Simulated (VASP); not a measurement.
# InAs (F-43m) in VASP: phonons with r2SCAN

Aim: the phonons of InAs with r2SCAN.

Everything below comes from runs of VASP 6.6.1. Logs are shortened: lines on timing, memory, paths and dates and some standing lists are left out, and cuts for length are marked.

**1. The cell of the first run**

It takes space group F-43m (No. 216, cubic). The conventional cell has a = 6.109 Å, b = 6.109 Å, c = 6.109 Å, α = 90.00°, β = 90.00°, γ = 90.00°. In (site symmetry -43m) has 4 As at 2.65 Å within 3.5 Å. Within 3.5 Å of As (site symmetry -43m) lie 4 In at 2.65 Å.

**2. Phonons, r2SCAN**

The input, INCAR:

```
SYSTEM = InAs
PREC = Accurate
ENCUT = 520
EDIFF = 1E-8
ISMEAR = 0
SIGMA = 0.15
LREAL = .False.
LASPH = .True.
NELM = 80
ALGO = Normal
ISIF = 2
LWAVE = .False.
LCHARG = .True.
METAGGA = R2SCAN
LMIXTAU = .True.
NBANDS = 16
IBRION = 6
NFREE = 2
POTIM = 0.015
NSW = 1
```

The input, KPOINTS:

```
Automatic mesh
0
Gamma
  10 10 10
  0 0 0
```

The input, POSCAR:

```
InAs
1.0
    0.0000000000      3.0547216630      3.0547216630
    3.0547216630      0.0000000000      3.0547216630
    3.0547216630      3.0547216630      0.0000000000
In As
1 1
Direct
    0.0000000000      0.0000000000      0.0000000000
    0.7500000000      0.7500000000      0.7500000000
```

Potentials or basis: VASP PAW PBE potentials, release 64 (In_d, As).

The run is started by

```sh
cat potpaw_PBE.64/In_d/POTCAR potpaw_PBE.64/As/POTCAR > POTCAR
mpirun -np 1 vasp_std > vasp.out
```

OUTCAR:

```text
SYSTEM = InAs
   PREC = Accurate
   ENCUT = 520
   EDIFF = 1E-8
   ISMEAR = 0
   LREAL = .False.
   LASPH = .True.
   NELM = 80
   ISIF = 2
   METAGGA = R2SCAN
   IBRION = 6
   NFREE = 2
   POTIM = 0.015
   NSW = 1

 ion  position               nearest neighbor table
   1  0.000  0.000  0.000-   2 2.65   2 2.65   2 2.65   2 2.65
   2  0.750  0.750  0.750-   1 2.65   1 2.65   1 2.65   1 2.65

  LATTYP: Found a face centered cubic cell.
 ALAT       =     6.1094433260

  Lattice vectors:

 A1 = (   0.0000000000,   3.0547216630,   3.0547216630)
 A2 = (   3.0547216630,   0.0000000000,   3.0547216630)
 A3 = (   3.0547216630,   3.0547216630,   0.0000000000)

Analysis of symmetry for initial positions (statically):
=====================================================================
 Subroutine PRICEL returns:
 Original cell was already a primitive cell.

 Routine SETGRP: Setting up the symmetry group for a
 face centered cubic supercell.

 Subroutine GETGRP returns: Found 24 space group operations
 (whereof 24 operations were pure point group operations)
 out of a pool of 48 trial point group operations.

The static configuration has the point symmetry T_d .

Analysis of symmetry for dynamics (positions and initial velocities):
=====================================================================
 Subroutine PRICEL returns:
 Original cell was already a primitive cell.

 Routine SETGRP: Setting up the symmetry group for a
 face centered cubic supercell.

 Subroutine GETGRP returns: Found 24 space group operations
 (whereof 24 operations were pure point group operations)
 out of a pool of 48 trial point group operations.

The dynamic configuration has the point symmetry T_d .

 Subroutine INISYM returns: Found 24 space group operations
 (whereof 24 operations are pure point group operations),
 and found     1 'primitive' translations

----------------------------------------------------------------------------------------

                                     Primitive cell

  volume of cell :      57.0092

  direct lattice vectors                    reciprocal lattice vectors
     0.000000000  3.054721663  3.054721663    -0.163681034  0.163681034  0.163681034
     3.054721663  0.000000000  3.054721663     0.163681034 -0.163681034  0.163681034
     3.054721663  3.054721663  0.000000000     0.163681034  0.163681034 -0.163681034

  length of vectors
     4.320028805  4.320028805  4.320028805     0.283503867  0.283503867  0.283503867

  position of ions in fractional coordinates (direct lattice)
     0.000000000  0.000000000  0.000000000
     0.750000000  0.750000000  0.750000000

  ion indices of the primitive-cell ions
   primitive index   ion index
                 1           1
                 2           2

----------------------------------------------------------------------------------------

 KPOINTS: Automatic mesh

Automatic generation of k-mesh.
 Grid dimensions read from file:
 generate k-points for:   10   10   10

 Generating k-lattice:

  Cartesian coordinates                     Fractional coordinates (reciprocal lattice)
    -0.016368103  0.016368103  0.016368103     0.100000000  0.000000000  0.000000000
     0.016368103 -0.016368103  0.016368103     0.000000000  0.100000000  0.000000000
     0.016368103  0.016368103 -0.016368103     0.000000000  0.000000000  0.100000000

  Length of vectors
     0.028350387  0.028350387  0.028350387

  Shift w.r.t. Gamma in fractional coordinates (k-lattice)
     0.000000000  0.000000000  0.000000000

 Subroutine IBZKPT returns following result:
 ===========================================

 Found     47 irreducible k-points:

 Following reciprocal coordinates:
            Coordinates               Weight
  0.000000  0.000000  0.000000      1.000000
  0.100000  0.000000  0.000000      8.000000
  0.200000  0.000000  0.000000      8.000000
  0.300000  0.000000  0.000000      8.000000
  0.400000  0.000000  0.000000      8.000000
  0.500000  0.000000  0.000000      4.000000
[... 16 lines left out ...]
  0.300000  0.300000  0.000000      6.000000
  0.400000  0.300000  0.000000     24.000000
 [... further k-points ...]
   k-points           NKPTS =     47   k-points in BZ     NKDIM =     47   number of bands    NBANDS=     16
   number of dos      NEDOS =    301   number of ions     NIONS =      2
   total plane-waves  NPLWV =  32768
   dimension x,y,z NGX =    32 NGY =   32 NGZ =   32
   dimension x,y,z NGXF=    64 NGYF=   64 NGZF=   64
   ions per type =               1   1
   NGX,Y,Z   is equivalent  to a cutoff of  12.31, 12.31, 12.31 a.u.
   NGXF,Y,Z  is equivalent  to a cutoff of  24.63, 24.63, 24.63 a.u.
 SYSTEM =  InAs
   PREC   = accura    normal or accurate (medium, high low for compatibility)
   ISTART =      0    job   : 0-new  1-cont  2-samecut
   ICHARG =      2    charge: 1-file 2-atom 10-const
   ISPIN  =      1    spin polarized calculation?
   LNONCOLLINEAR =      F non collinear calculations
   LSORBIT =      F    spin-orbit coupling
   LASPH  =      T    aspherical Exc in radial PAW
   ENCUT  =  520.0 eV  38.22 Ry    6.18 a.u.   8.03  8.03  8.03*2*pi/ulx,y,z
   NELM   =     80;   NELMIN=  2; NELMDL= -5     # of ELM steps
   EDIFF  = 0.1E-07   stopping-criterion for ELM
   LREAL  =      F    real-space projection
   EDIFFG = 0.1E-06   stopping-criterion for IOM
   NSW    =     61    number of steps for IOM
   IBRION =      6    ionic relax: 0-MD 1-quasi-New 2-CG
   NFREE  =      2    steps in history (QN), initial steepest desc. (CG)
   ISIF   =      2    stress and relaxation
   ISYM   =      2    0-nonsym 1-usesym 2-fastsym
   POTIM  = 0.0150    time-step for ionic-motion
   TEBEG  =    0.0;   TEEND  =   0.0 temperature during run
   PSTRESS=    0.0 pullay stress
   NELECT =      18.0000    total number of electrons
   NUPDOWN=      -1.0000    fix difference up-down
   EMIN   =  10.00;   EMAX   =-10.00  energy-range for DOS
   EFERMI =   0.00;   METHOD = LEGACY
   ISMEAR =     0;   SIGMA  =   0.15  broadening in eV -4-tet -1-fermi 0-gaus
   EFERMI_NEDOS =   21; number of points for ismear=-14 and -15
   IALGO  =     38    algorithm
   IMIX   =      4    mixing-type and parameters
     AMIX     =   0.40;   BMIX     =  1.00
     AMIX_MAG =   1.60;   BMIX_MAG =  1.00
  volume/ion in A,a.u.               =      28.50       192.36
  Fermi-wavevector in a.u.,A,eV,Ry     =   1.114767  2.106604 16.908028  1.242705
  Thomas-Fermi vector in A             =   2.251365
   LORBIT       =      0    0 simple, 1 ext, 2 COOP (PROOUT), +10 PAW based schemes
   METAGGA = R2SCAN    functional components
   LHFCALC =     F    Hartree Fock is set to
   AEXX    =    0.0000 exact exchange contribution
   IVDW    =     0    specifies the selected vdW correction
   LEPSILON=     F    determine dielectric tensor
   LRPA    =     F    only Hartree local field effects (RPA)
 finite differences with symmetry
 non-spin polarized calculation
 Gauss-broadening in eV      SIGMA  =   0.15
  energy-cutoff  :      520.00
  volume of cell :       57.01
 maximum number of plane-waves:      1572
   NGX = 17   NGY = 17   NGZ = 17

--------------------------------------- Ionic step        1  -------------------------------------------

 number of electron      17.9999996 magnetization

 Free energy of the ion-electron system (eV)
  ---------------------------------------------------
  ext. energy  EPLUGINS =         0.00000000
  ---------------------------------------------------
  free energy    TOTEN  =       -38.06154676 eV

  energy without entropy =      -38.06118897  energy(sigma->0) =      -38.06136787

------------------------ aborting loop because EDIFF is reached ----------------------------------------

  FORCE on cell =-STRESS in cart. coord.  units (eV):
  Direction    XX          YY          ZZ          XY          YZ          ZX
  --------------------------------------------------------------------------------------
  -------------------------------------------------------------------------------------
  Total       -0.0009169     -0.0009169     -0.0009169     -0.0000000     -0.0000000     -0.0000000
  in kB       -0.0257695     -0.0257695     -0.0257695     -0.0000000     -0.0000000     -0.0000000
  external PRESSURE =      -0.0257695 kB  Pullay stress =       0.0000000 kB
[... 129 lines left out ...]
  energy  without entropy=      -38.0603669514  energy(sigma->0) =      -38.06054494

--------------------------------------- Ionic step        5  -------------------------------------------

 number of electron      17.9999996 magnetization

 Free energy of the ion-electron system (eV)
  ---------------------------------------------------
  ext. energy  EPLUGINS =         0.00000000
  ---------------------------------------------------
  free energy    TOTEN  =       -38.06072256 eV

  energy without entropy =      -38.06036658  energy(sigma->0) =      -38.06054457

 E-fermi :   4.0861     XC(G=0):  -9.5159

 val. band max:        4.0439450682   @ k =   0.0000   0.0000   0.0000
 cond. band min:       5.1152377336   @ k =   0.0000   0.1000   0.0000
 fundamental gap:      1.0712926654
 Fermi energy:         4.0861368431

 k-point     1 :       0.0000    0.0000    0.0000
  band No.  band energies     occupation
      1     -10.8298      2.00000
      2     -10.8274      2.00000
      3     -10.8245      2.00000
      4     -10.6928      2.00000
      5     -10.6928      2.00000
      6      -8.1353      2.00000
[... 8 lines left out ...]
     15      14.0612      0.00000
     16      14.0614      0.00000
[... 420 lines left out ...]
  band No.  band energies     occupation
      1     -10.9721      2.00000
      2     -10.7692      2.00000
      3     -10.7668      2.00000
      4     -10.7173      2.00000
      5     -10.6762      2.00000
      6      -6.6929      2.00000
[... 8 lines left out ...]
     15      15.5462      0.00000
     16      16.5045      0.00000

 [... further k-points ...]
[... 5 lines left out ...]
  --------------------------------------------------------------------------------------
  -------------------------------------------------------------------------------------
  Total       -0.0004722      0.0015757      0.0015757      0.0000000     -0.1097914      0.0000000
  in kB       -0.0132715      0.0442825      0.0442825      0.0000000     -3.0855609      0.0000000
  external PRESSURE =       0.0250978 kB  Pullay stress =       0.0000000 kB
[... 17 lines left out ...]
  FREE ENERGIE OF THE ION-ELECTRON SYSTEM (eV)
  ---------------------------------------------------
  free  energy   TOTEN  =       -38.0607225613 eV

  energy  without entropy=      -38.0603665769  energy(sigma->0) =      -38.06054457

 INTERNAL STRAIN TENSORS FROM DISPLACED ATOMS
 ============================================

 INTERNAL STRAIN TENSOR FOR ION    1 for displacements in x,y,z  (eV/Angst):
          X           Y           Z          XY          YZ          ZX
  --------------------------------------------------------------------------------
  x     0.00000    -0.00000    -0.00000     0.00000    -7.31764     0.00000
  y     0.00000     0.00000     0.00000     0.00000     0.00000    -7.31764
  z    -0.00000    -0.00000     0.00000    -7.31764     0.00000     0.00000

 INTERNAL STRAIN TENSOR FOR ION    2 for displacements in x,y,z  (eV/Angst):
          X           Y           Z          XY          YZ          ZX
  --------------------------------------------------------------------------------
  x     0.00000    -0.00000    -0.00000     0.00000     7.31942     0.00000
  y    -0.00000     0.00000    -0.00000     0.00000     0.00000     7.31942
  z    -0.00000    -0.00000     0.00000     7.31942     0.00000     0.00000

 Eigenvectors and eigenvalues of the dynamical matrix
 ----------------------------------------------------

   1 f  =    6.286630 THz    39.500061 2PiTHz  209.699401 cm-1    25.999400 meV
             X         Y         Z           dx          dy          dz
      0.000000  0.000000  0.000000    -0.001995   -0.000070    0.628465
      4.582082  4.582082  4.582082     0.002469    0.000086   -0.777831

   2 f  =    6.286630 THz    39.500061 2PiTHz  209.699401 cm-1    25.999400 meV
             X         Y         Z           dx          dy          dz
      0.000000  0.000000  0.000000     0.021985   -0.628084    0.000000
      4.582082  4.582082  4.582082    -0.027210    0.777359    0.000000
[... 11 lines left out ...]
   5 f/i=    0.000706 THz     0.004434 2PiTHz    0.023541 cm-1     0.002919 meV
             X         Y         Z           dx          dy          dz
      0.000000  0.000000  0.000000    -0.086765   -0.140956    0.760020
      4.582082  4.582082  4.582082    -0.070104   -0.113888    0.614074

   6 f/i=    0.000706 THz     0.004434 2PiTHz    0.023541 cm-1     0.002919 meV
             X         Y         Z           dx          dy          dz
      0.000000  0.000000  0.000000    -0.756884    0.170755   -0.054738
      4.582082  4.582082  4.582082    -0.611540    0.137965   -0.044227

 ELASTIC MODULI CONTR FROM IONIC RELAXATION (kBar)
 Direction    XX          YY          ZZ          XY          YZ          ZX
 --------------------------------------------------------------------------------
 XX          -0.0000     -0.0000     -0.0000     -0.0000      0.0000      0.0000
 YY          -0.0000     -0.0000     -0.0000     -0.0000      0.0000      0.0000
 ZZ          -0.0000     -0.0000     -0.0000     -0.0000      0.0000      0.0000
 XY          -0.0000     -0.0000     -0.0000   -205.3028      0.0000      0.0000
 YZ           0.0000      0.0000      0.0000      0.0000   -205.3028     -0.0000
 ZX           0.0000      0.0000      0.0000      0.0000     -0.0000   -205.3028
 --------------------------------------------------------------------------------
```

It took 34 min on 1 thread of Intel Xeon 8259CL, shared host; peak memory 0.4 GiB.

Results:

- Highest phonon frequency at Γ, LO-TO splitting left out: 210 cm⁻¹

Phonon frequencies in cm⁻¹ (negative: imaginary):
| q point | frequencies |
| --- | --- |
| (0.000, 0.000, 0.000) | 0 0 0 210 210 210 |

Caveat: the PAW data sets were made with another functional, which shifts forces and pressure a little; spin-orbit coupling is left out, which moves the levels of the heavy elements.
